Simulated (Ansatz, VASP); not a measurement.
# Two plane-wave programs on Co

Contents of INCAR:

```
SYSTEM = Co
ALGO = Normal ; EDIFF = 1E-6
ENCUT = 520 ; GGA = PE
ISIF = 2 ; ISMEAR = 0
ISPIN = 2 ; LASPH = .TRUE.
LCHARG = .FALSE. ; LMAXMIX = 4
LORBIT = 11 ; LREAL = .FALSE.
LWAVE = .FALSE. ; MAGMOM = 1.5 -1.5
NBANDS = 20 ; NELM = 150
PREC = Accurate ; SIGMA = 0.05
```

File KPOINTS:

```
k-points
0
G
  20 20 12
  0 0 0
```

POSCAR

```
Co
1.0
    2.4937131618      0.0000000000      0.0000000000
   -1.2468565809      2.1596189479      0.0000000000
    0.0000000000      0.0000000000      4.0300901758
Co
2
Direct
    0.3333333333      0.6666666667      0.2500000000
    0.6666666667      0.3333333333      0.7500000000
```

Input for Ansatz:

```yaml
crystal:
  lattice:
    - [2.4937131618, 0.0, 0.0]
    - [-1.2468565809, 2.1596189479, 0.0]
    - [0.0, 0.0, 4.0300901758]
  atoms:
    - { symbol: Co, position: [0.3333333333, 0.6666666667, 0.25], spin: 1.5 }
    - { symbol: Co, position: [0.6666666667, 0.3333333333, 0.75], spin: -1.5 }
basis:
  ecutwfc: 420
  ecutrho_ratio: 4
kpoints:
  mp_grid: { grid: [20, 20, 12] }
hamiltonian:
  xc: pbe
scf:
  occupations: { method: gaussian, width: 0.05 }
  lower_state_search: "off"
output:
  forces: true
  stress: true
  eigenvalues: true
  populations: true
magnetization:
  spin_polarized: true
```

Alike in both runs: task single point; functional PBE; k mesh 20 × 20 × 12; occupations gaussian, width 0.05 eV; collinear spin.

|  | VASP | Ansatz |
| --- | --- | --- |
| version | VASP 6.6.1 | Ansatz 0.2.0 |
| potentials or method | VASP PAW PBE potentials, release 64 (Co), cutoff 520 eV | scalar-relativistic, plane waves, PAW |
| valence electrons in the cell | 18 | 34 |

Ansatz gave:

| Item | Value |
| --- | --- |
| gap on the k mesh at the Fermi level (eV) | none |
| pressure (GPa) | -6.7 |
| traceless stress, the component that is largest in VASP (GPa) | 0.26 |
| net moment per atom (μB) | 0.00 |
| size of the moment on the site where the two differ most (μB) | 0.93 |

**Question.** Estimate VASP's values.

**Answer.** gap on the k mesh at the Fermi level (eV): none; pressure (GPa): -7.2; traceless stress, the component that is largest in VASP (GPa): 0.20; net moment per atom (μB): 0.00; size of the moment on the site where the two differ most (μB): 0.93.

Site moments also hang on the region over which each program counts them. A gap of «none» marks a metal or a gap that the smearing closes. The functional is the same, so the differences come from potentials, cutoffs and numerics. VASP's potentials hold 18 valence electrons a cell and Ansatz's 34, so a difference there can come from the potentials and not from the codes. Ansatz's warnings: negative dielectric reading.
